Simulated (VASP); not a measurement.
ZnS: single point with PBEsol

ZnS:

```xyz
6
Lattice="1.9031 1.0987 9.3519 -1.9031 1.0987 9.3519 0.0000 -2.1975 9.3519" Properties=species:S:1:pos:R:3 pbc="T T T"
Zn    0.0000    0.0000   28.0550
Zn    0.0000    0.0000    6.2360
Zn    0.0000    0.0000   12.4740
S     0.0000    0.0000    2.3361
S     0.0000    0.0000   14.8091
S     0.0000    0.0000    8.5672
```

```json
{
 "Program": "VASP 6.6.1",
 "Task": "single point",
 "Functional": "PBEsol",
 "Potentials or basis": "VASP PAW PBE potentials, release 64 (Zn, S)",
 "Cutoff": "520 eV",
 "k mesh": "6 × 6 × 6",
 "Occupations": "gaussian, width 0.01 eV",
 "Spin": "no spin polarisation"
}
```

```yaml
Pressure: -1.1 GPa
Largest_force: 0.011 eV/Å
Band_gap_on_the_k_mesh: 2.06 eV
```

Forces in eV/Å, atoms in the order of the input:
```
Zn   0.000  0.000 -0.001
Zn   0.000  0.000  0.001
Zn   0.000  0.000 -0.011
S    0.000  0.000  0.004
S    0.000  0.000  0.000
S    0.000  0.000  0.008
```

Levels at points of the mesh, in eV from the valence-band top:
| k point | band 24 | band 25 | band 26 | band 27 | band 28 | band 29 | band 30 | band 31 |
| --- | --- | --- | --- | --- | --- | --- | --- | --- |
| (0.00, 0.00, 0.00) | -0.70 | -0.06 | 0.00 | 0.00 | 2.06 | 3.21 | 3.36 | 6.23 |
| (0.50, 0.00, 0.00) | -1.98 | -1.97 | -1.33 | -0.90 | 3.19 | 3.78 | 3.94 | 4.78 |
| (0.50, 0.50, 0.00) | -1.92 | -1.30 | -1.29 | -1.29 | 3.20 | 3.51 | 4.16 | 4.85 |
| (0.50, 0.50, 0.50) | -0.26 | -0.26 | -0.24 | -0.24 | 3.06 | 3.19 | 3.33 | 6.16 |

It took 13 min on 1 thread of Intel(R) Xeon(R) Platinum 8259CL CPU @ 2.50GHz (Skylake/Cascade Lake), on a shared host, peak memory 0.71 GiB.

Caveat: the PAW data sets were made with another functional, which shifts forces and pressure a little. A k mesh can miss the band edges.
